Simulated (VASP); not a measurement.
# SiO2 (P4_12_12) in VASP: relaxation of cell and atoms with PBE+D3(BJ)

Aim: the relaxation of cell and atoms of SiO2 with PBE+D3(BJ).

All numbers are computed with VASP 6.6.1; they aren't measurements. Logs are shortened: lines on timing, memory, paths and dates and some standing lists are left out, and cuts for length are marked.

### 1 The cell of the first run

The structure is tetragonal, space group P4_12_12 (No. 92). Conventional cell: a = 5.084 Å, b = 5.084 Å, c = 7.101 Å, α = 90.00°, β = 90.00°, γ = 90.00°. Within 2.2 Å of Si (site symmetry 2) lie 4 O at 1.62 to 1.63 Å. O (site symmetry 1) has 2 Si at 1.62 to 1.63 Å within 2.2 Å.

### 2 Relaxation of cell and atoms, PBE+D3(BJ)

INCAR reads:

```
PREC = Accurate
ENCUT = 600
EDIFF = 1E-6
ISMEAR = 0
SIGMA = 0.02
LREAL = F
LASPH = T
NELM = 100
ALGO = Normal
ISIF = 3
LWAVE = F
LCHARG = F
GGA = PE
IVDW = 12
IBRION = 2
NSW = 70
EDIFFG = -0.005
```

KPOINTS reads:

```
Automatic mesh
0
Gamma
  6 6 4
```

POSCAR reads:

```
SiO2
1.0
    5.0836993150      0.0000000000      0.0000000000
    0.0000000000      5.0836993150      0.0000000000
    0.0000000000      0.0000000000      7.1008769347
Si O
4 8
Direct
    0.2938575805      0.2938575805      0.0000000000
    0.2061424195      0.7938575805      0.2500000000
    0.7061424195      0.7061424195      0.5000000000
    0.7938575805      0.2061424195      0.7500000000
    0.2411801009      0.0934526401      0.1742257551
    0.4065473599      0.7411801009      0.4242257551
    0.7588198991      0.9065473599      0.6742257551
    0.5934526401      0.2588198991      0.9242257551
    0.7411801009      0.4065473599      0.5757742449
    0.9065473599      0.7588198991      0.3257742449
    0.2588198991      0.5934526401      0.0757742449
    0.0934526401      0.2411801009      0.8257742449
```

Potentials or basis: VASP PAW PBE potentials, release 64 (Si, O).

The run is started by

```bash
$ cat potpaw_PBE.64/Si/POTCAR potpaw_PBE.64/O/POTCAR > POTCAR
$ mpirun -np 1 vasp_std > vasp.out
```

OUTCAR:

```text
PREC = Accurate
   ENCUT = 600
   EDIFF = 1E-6
   ISMEAR = 0
   LREAL = F
   LASPH = T
   NELM = 100
   ISIF = 3
   GGA = PE
   IVDW = 12
   IBRION = 2
   NSW = 70
   EDIFFG = -0.005
 IVDW          = 12

 ion  position               nearest neighbor table
   1  0.294  0.294  0.000-   5 1.62  12 1.62  11 1.63   8 1.63   2 3.13   4 3.13   2 3.13   4 3.13

   2  0.206  0.794  0.250-   6 1.62  11 1.62  10 1.63   5 1.63   1 3.13   3 3.13   1 3.13   3 3.13

   3  0.706  0.706  0.500-   7 1.62  10 1.62   9 1.63   6 1.63   2 3.13   4 3.13   4 3.13   2 3.13

   4  0.794  0.206  0.750-   8 1.62   9 1.62   7 1.63  12 1.63   1 3.13   3 3.13   3 3.13   1 3.13

   5  0.241  0.093  0.174-   1 1.62   2 1.63
   6  0.407  0.741  0.424-   2 1.62   3 1.63
   7  0.759  0.907  0.674-   3 1.62   4 1.63
   8  0.593  0.259  0.924-   4 1.62   1 1.63
   9  0.741  0.407  0.576-   4 1.62   3 1.63
  10  0.907  0.759  0.326-   3 1.62   2 1.63
  11  0.259  0.593  0.076-   2 1.62   1 1.63
  12  0.093  0.241  0.826-   1 1.62   4 1.63

  LATTYP: Found a simple tetragonal cell.
 ALAT       =     5.0836993150
 C/A-ratio  =     1.3967932591

  Lattice vectors:

 A1 = (   5.0836993150,   0.0000000000,   0.0000000000)
 A2 = (   0.0000000000,   5.0836993150,   0.0000000000)
 A3 = (   0.0000000000,   0.0000000000,   7.1008769347)

Analysis of symmetry for initial positions (statically):
=====================================================================
 Subroutine PRICEL returns:
 Original cell was already a primitive cell.

 Routine SETGRP: Setting up the symmetry group for a
 simple tetragonal supercell.

 Subroutine GETGRP returns: Found  8 space group operations
 (whereof  2 operations were pure point group operations)
 out of a pool of 16 trial point group operations.

The static configuration has the point symmetry C_2 .
 The point group associated with its full space group is D_4 .

Analysis of symmetry for dynamics (positions and initial velocities):
=====================================================================
 Subroutine PRICEL returns:
 Original cell was already a primitive cell.

 Routine SETGRP: Setting up the symmetry group for a
 simple tetragonal supercell.

 Subroutine GETGRP returns: Found  8 space group operations
 (whereof  2 operations were pure point group operations)
 out of a pool of 16 trial point group operations.

The dynamic configuration has the point symmetry C_2 .
 The point group associated with its full space group is D_4 .

 Subroutine INISYM returns: Found  8 space group operations
 (whereof  2 operations are pure point group operations),
 and found     1 'primitive' translations

----------------------------------------------------------------------------------------

                                     Primitive cell

  volume of cell :     183.5151

  direct lattice vectors                    reciprocal lattice vectors
     5.083699315  0.000000000  0.000000000     0.196707149  0.000000000  0.000000000
     0.000000000  5.083699315  0.000000000     0.000000000  0.196707149  0.000000000
     0.000000000  0.000000000  7.100876935     0.000000000  0.000000000  0.140827677

  length of vectors
     5.083699315  5.083699315  7.100876935     0.196707149  0.196707149  0.140827677

  position of ions in fractional coordinates (direct lattice)
     0.293857581  0.293857581  0.000000000
     0.206142419  0.793857581  0.250000000
     0.706142419  0.706142419  0.500000000
     0.793857581  0.206142419  0.750000000
     0.241180101  0.093452640  0.174225755
     0.406547360  0.741180101  0.424225755
     0.758819899  0.906547360  0.674225755
     0.593452640  0.258819899  0.924225755
     0.741180101  0.406547360  0.575774245
     0.906547360  0.758819899  0.325774245
     0.258819899  0.593452640  0.075774245
     0.093452640  0.241180101  0.825774245

  ion indices of the primitive-cell ions
   primitive index   ion index
                 1           1
                 2           2
                 3           3
                 4           4
                 5           5
                 6           6
                 7           7
                 8           8
                 9           9
                10          10
                11          11
                12          12

----------------------------------------------------------------------------------------

 KPOINTS: Automatic mesh

Automatic generation of k-mesh.
 Grid dimensions read from file:
 generate k-points for:    6    6    4

 Generating k-lattice:

  Cartesian coordinates                     Fractional coordinates (reciprocal lattice)
     0.032784525  0.000000000  0.000000000     0.166666667  0.000000000  0.000000000
     0.000000000  0.032784525  0.000000000     0.000000000  0.166666667  0.000000000
     0.000000000  0.000000000  0.035206919     0.000000000  0.000000000  0.250000000

  Length of vectors
     0.032784525  0.032784525  0.035206919

  Shift w.r.t. Gamma in fractional coordinates (k-lattice)
     0.000000000  0.000000000  0.000000000

 Subroutine IBZKPT returns following result:
 ===========================================

 Found     30 irreducible k-points:

 Following reciprocal coordinates:
            Coordinates               Weight
  0.000000  0.000000  0.000000      1.000000
  0.166667  0.000000  0.000000      4.000000
  0.333333  0.000000  0.000000      4.000000
  0.500000  0.000000  0.000000      2.000000
  0.166667  0.166667  0.000000      4.000000
  0.333333  0.166667  0.000000      8.000000
[... 16 lines left out ...]
  0.333333  0.000000  0.500000      4.000000
  0.500000  0.000000  0.500000      2.000000
 [... further k-points ...]
   k-points           NKPTS =     30   k-points in BZ     NKDIM =     30   number of bands    NBANDS=     39
   number of dos      NEDOS =    301   number of ions     NIONS =     12
   total plane-waves  NPLWV = 105840
   dimension x,y,z NGX =    42 NGY =   42 NGZ =   60
   dimension x,y,z NGXF=    84 NGYF=   84 NGZF=  120
   ions per type =               4   8
   NGX,Y,Z   is equivalent  to a cutoff of  13.73, 13.73, 14.05 a.u.
   NGXF,Y,Z  is equivalent  to a cutoff of  27.47, 27.47, 28.09 a.u.
 SYSTEM =  unknown system
   PREC   = accura    normal or accurate (medium, high low for compatibility)
   ISTART =      0    job   : 0-new  1-cont  2-samecut
   ICHARG =      2    charge: 1-file 2-atom 10-const
   ISPIN  =      1    spin polarized calculation?
   LNONCOLLINEAR =      F non collinear calculations
   LSORBIT =      F    spin-orbit coupling
   LASPH  =      T    aspherical Exc in radial PAW
   ENCUT  =  600.0 eV  44.10 Ry    6.64 a.u.  10.15 10.15 14.18*2*pi/ulx,y,z
   NELM   =    100;   NELMIN=  2; NELMDL= -5     # of ELM steps
   EDIFF  = 0.1E-05   stopping-criterion for ELM
   LREAL  =      F    real-space projection
   EDIFFG = -.5E-02   stopping-criterion for IOM
   NSW    =     70    number of steps for IOM
   IBRION =      2    ionic relax: 0-MD 1-quasi-New 2-CG
   NFREE  =      1    steps in history (QN), initial steepest desc. (CG)
   ISIF   =      3    stress and relaxation
   ISYM   =      2    0-nonsym 1-usesym 2-fastsym
   POTIM  = 0.5000    time-step for ionic-motion
   TEBEG  =    0.0;   TEEND  =   0.0 temperature during run
   PSTRESS=    0.0 pullay stress
   NELECT =      64.0000    total number of electrons
   NUPDOWN=      -1.0000    fix difference up-down
   EMIN   =  10.00;   EMAX   =-10.00  energy-range for DOS
   EFERMI =   0.00;   METHOD = LEGACY
   ISMEAR =     0;   SIGMA  =   0.02  broadening in eV -4-tet -1-fermi 0-gaus
   EFERMI_NEDOS =   21; number of points for ismear=-14 and -15
   IALGO  =     38    algorithm
   IMIX   =      4    mixing-type and parameters
     AMIX     =   0.40;   BMIX     =  1.00
     AMIX_MAG =   1.60;   BMIX_MAG =  1.00
  volume/ion in A,a.u.               =      15.29       103.20
  Fermi-wavevector in a.u.,A,eV,Ry     =   1.152332  2.177592 18.066752  1.327869
  Thomas-Fermi vector in A             =   2.288984
   LORBIT       =      0    0 simple, 1 ext, 2 COOP (PROOUT), +10 PAW based schemes
   GGA     = PE    functional components
   LHFCALC =     F    Hartree Fock is set to
   AEXX    =    0.0000 exact exchange contribution
   IVDW    =    12    specifies the selected vdW correction
   LEPSILON=     F    determine dielectric tensor
   LRPA    =     F    only Hartree local field effects (RPA)
 conjugate gradient relaxation of ions
 non-spin polarized calculation
 Gauss-broadening in eV      SIGMA  =   0.02
  energy-cutoff  :      600.00
  volume of cell :      183.52
 maximum number of plane-waves:      6184
 NGX is ok and might be reduce to    42
   NGX = 21   NGY = 21   NGZ = 29

--------------------------------------- Ionic step        1  -------------------------------------------

 number of electron      64.0000012 magnetization

 Free energy of the ion-electron system (eV)
  ---------------------------------------------------
  ext. energy  EPLUGINS =         0.00000000
  ---------------------------------------------------
  free energy    TOTEN  =       -94.98303214 eV

  energy without entropy =      -94.98303214  energy(sigma->0) =      -94.98303214

------------------------ aborting loop because EDIFF is reached ----------------------------------------

 Edisp (eV)   -1.34714

 E8    (eV) :    -0.4467

  FORCE on cell =-STRESS in cart. coord.  units (eV):
  Direction    XX          YY          ZZ          XY          YZ          ZX
  --------------------------------------------------------------------------------------
  -------------------------------------------------------------------------------------
  Total      -1.65437    -1.65437    -1.72879     0.00000     0.00000    -0.00000
  in kB     -14.44349   -14.44349   -15.09320     0.00000     0.00000    -0.00000
  external pressure =      -14.66 kB  Pullay stress =        0.00 kB
[... 127 lines left out ...]
  FREE ENERGIE OF THE ION-ELECTRON SYSTEM (eV)
  ---------------------------------------------------
  free  energy   TOTEN  =       -96.3380895801 eV

  energy  without entropy=      -96.3380895801  energy(sigma->0) =      -96.33808958

 E-fermi :  -0.0100     XC(G=0):  -8.2204

 val. band max:       -0.1416228701   @ k =   0.0000   0.0000   0.0000
 cond. band min:       5.4360283364   @ k =   0.0000   0.0000   0.0000
 fundamental gap:      5.5776512065
 Fermi energy:        -0.0099974401

 k-point     1 :       0.0000    0.0000    0.0000
  band No.  band energies     occupation
      1     -19.5140      2.00000
      2     -18.6373      2.00000
      3     -18.6373      2.00000
      4     -17.4982      2.00000
      5     -17.4753      2.00000
      6     -17.4657      2.00000
[... 997 lines left out ...]
     38       9.0598      0.00000
     39       9.8958      0.00000

 [... further k-points ...]

[... ionic steps 4 to 34 ...]

--------------------------------------- Ionic step       35  -------------------------------------------

 number of electron      63.9999986 magnetization

------------------------ aborting loop because EDIFF is reached ----------------------------------------

 Edisp (eV)   -1.54148

 E8    (eV) :    -0.5163
[... 89 lines left out ...]
  energy  without entropy=      -96.4280662976  energy(sigma->0) =      -96.42806630

--------------------------------------- Ionic step       37  -------------------------------------------

 number of electron      63.9999987 magnetization

 Free energy of the ion-electron system (eV)
  ---------------------------------------------------
  ext. energy  EPLUGINS =         0.00000000
  ---------------------------------------------------
  free energy    TOTEN  =       -94.88655524 eV

  energy without entropy =      -94.88655524  energy(sigma->0) =      -94.88655524

 E-fermi :   0.6182     XC(G=0):  -8.7367

 val. band max:        0.4618533713   @ k =   0.0000   0.0000   0.0000
 cond. band min:       6.1327905346   @ k =   0.0000   0.0000   0.0000
 fundamental gap:      5.6709371633
 Fermi energy:         0.6181676897

 k-point     1 :       0.0000    0.0000    0.0000
  band No.  band energies     occupation
      1     -18.9307      2.00000
      2     -18.0153      2.00000
      3     -18.0153      2.00000
      4     -16.8826      2.00000
      5     -16.8137      2.00000
      6     -16.8121      2.00000
[... 997 lines left out ...]
     38      10.0421      0.00000
     39      10.5087      0.00000

 [... further k-points ...]

------------------------ aborting loop because EDIFF is reached ----------------------------------------

 Edisp (eV)   -1.54152

 E8    (eV) :    -0.5163

  FORCE on cell =-STRESS in cart. coord.  units (eV):
  Direction    XX          YY          ZZ          XY          YZ          ZX
  --------------------------------------------------------------------------------------
  -------------------------------------------------------------------------------------
  Total       0.02763     0.02763    -0.00257     0.00000     0.00000     0.00000
  in kB       0.26971     0.26971    -0.02511     0.00000     0.00000     0.00000
  external pressure =        0.17 kB  Pullay stress =        0.00 kB
[... 27 lines left out ...]
  FREE ENERGIE OF THE ION-ELECTRON SYSTEM (eV)
  ---------------------------------------------------
  free  energy   TOTEN  =       -96.4280738627 eV

  energy  without entropy=      -96.4280738627  energy(sigma->0) =      -96.42807386

 reached required accuracy - stopping structural energy minimisation
```

Wall time 37 min (1 thread of Intel Xeon 6975P-C (Granite Rapids), shared host); peak memory 0.44 GiB.

Results:

```
Free energy                           : -96.4281 eV
Relaxed volume                        : 13.68 Å³/atom
Relaxed cell                          : a = 4.922 Å, b = 4.922 Å, c = 6.776 Å, α = 90.00°, β = 90.00°, γ = 90.00°
Space group after relaxing (to 0.1 Å) : P4_12_12 (No. 92)
Energy gained by relaxing             : 8.2 meV/atom
Ionic steps                           : 37
Pressure after relaxing               : 0.0 GPa
Largest force after relaxing          : 0.003 eV/Å
Band gap on the k mesh                : 5.67 eV
Dispersion energy per atom            : -0.128 eV
```

Forces on the atoms (eV/Å):
```
Si   0.000  0.000  0.000
Si   0.000  0.000  0.000
Si   0.000  0.000  0.000
Si   0.000  0.000  0.000
O    0.001 -0.003 -0.001
O    0.003  0.001 -0.001
O   -0.001  0.003 -0.001
O   -0.003 -0.001 -0.001
O    0.001  0.003  0.001
O    0.003 -0.001  0.001
O   -0.001 -0.003  0.001
O   -0.003  0.001  0.001
```

The path:
| step | energy change (eV) | largest force (eV/Å) | pressure (GPa) | volume (Å³) |
| --- | --- | --- | --- | --- |
| 1 | 0.0000 | 0.0239 | -1.47 | 183.52 |
| 2 | 0.0032 | 0.1902 | 1.79 | 179.82 |
| 3 | -0.0079 | 0.0826 | 0.00 | 181.81 |
| 4 | -0.0103 | 0.0783 | 0.00 | 181.54 |
| 5 | -0.0171 | 0.0665 | -0.02 | 180.74 |
| 6 | -0.0284 | 0.1310 | -0.04 | 179.14 |
| 7 | -0.0418 | 0.2704 | -0.23 | 175.96 |
| 8 | -0.0432 | 0.3367 | -0.38 | 174.50 |
| 9 | -0.0444 | 0.3186 | -0.35 | 174.31 |
| 10 | -0.0478 | 0.2644 | -0.26 | 173.75 |
| 11 | -0.0529 | 0.1913 | -0.08 | 172.62 |
| 12 | -0.0561 | 0.3723 | 0.30 | 170.38 |
| 13 | -0.0585 | 0.3584 | 0.34 | 170.03 |
| 14 | -0.0651 | 0.3172 | 0.42 | 168.99 |
| 15 | -0.0751 | 0.2343 | 0.61 | 166.92 |
| 16 | -0.0818 | 0.1203 | 0.87 | 162.82 |
| 17 | -0.0820 | 0.1101 | 0.85 | 163.33 |
| 18 | -0.0847 | 0.1057 | 0.49 | 163.59 |
| 19 | -0.0879 | 0.1183 | -0.56 | 164.38 |
| 20 | -0.0907 | 0.0965 | -0.46 | 164.32 |
| 21 | -0.0949 | 0.0537 | -0.18 | 164.16 |
| 22 | -0.0950 | 0.0695 | -0.15 | 164.13 |
| 23 | -0.0957 | 0.0301 | 0.05 | 163.97 |
| 24 | -0.0958 | 0.0389 | 0.08 | 163.94 |
| 25 | -0.0963 | 0.0225 | 0.13 | 163.90 |
| 26 | -0.0971 | 0.0319 | 0.27 | 163.77 |
| 27 | -0.0975 | 0.0171 | 0.05 | 163.95 |
| 28 | -0.0975 | 0.0329 | -0.12 | 164.10 |
| 29 | -0.0975 | 0.0224 | -0.03 | 164.02 |
| 30 | -0.0976 | 0.0180 | -0.03 | 164.05 |
| 31 | -0.0978 | 0.0184 | -0.03 | 164.12 |
| 32 | -0.0977 | 0.0375 | -0.04 | 164.25 |
| 33 | -0.0979 | 0.0201 | -0.03 | 164.16 |
| 34 | -0.0978 | 0.0284 | 0.04 | 164.15 |
| 35 | -0.0979 | 0.0056 | 0.00 | 164.16 |
| 36 | -0.0979 | 0.0058 | 0.00 | 164.16 |
| 37 | -0.0979 | 0.0032 | 0.02 | 164.15 |

Final structure:
```
Si O
1.0
     4.92195    0.00000    0.00000
     0.00000    4.92195    0.00000
     0.00000    0.00000    6.77604
Si O
4 8
Direct
  0.31225 0.31225 0.00000
  0.18775 0.81225 0.25000
  0.68775 0.68775 0.50000
  0.81225 0.18775 0.75000
  0.23384 0.12915 0.19163
  0.37085 0.73384 0.44163
  0.76616 0.87085 0.69163
  0.62915 0.26616 0.94163
  0.73384 0.37085 0.55837
  0.87085 0.76616 0.30837
  0.26616 0.62915 0.05837
  0.12915 0.23384 0.80837
```
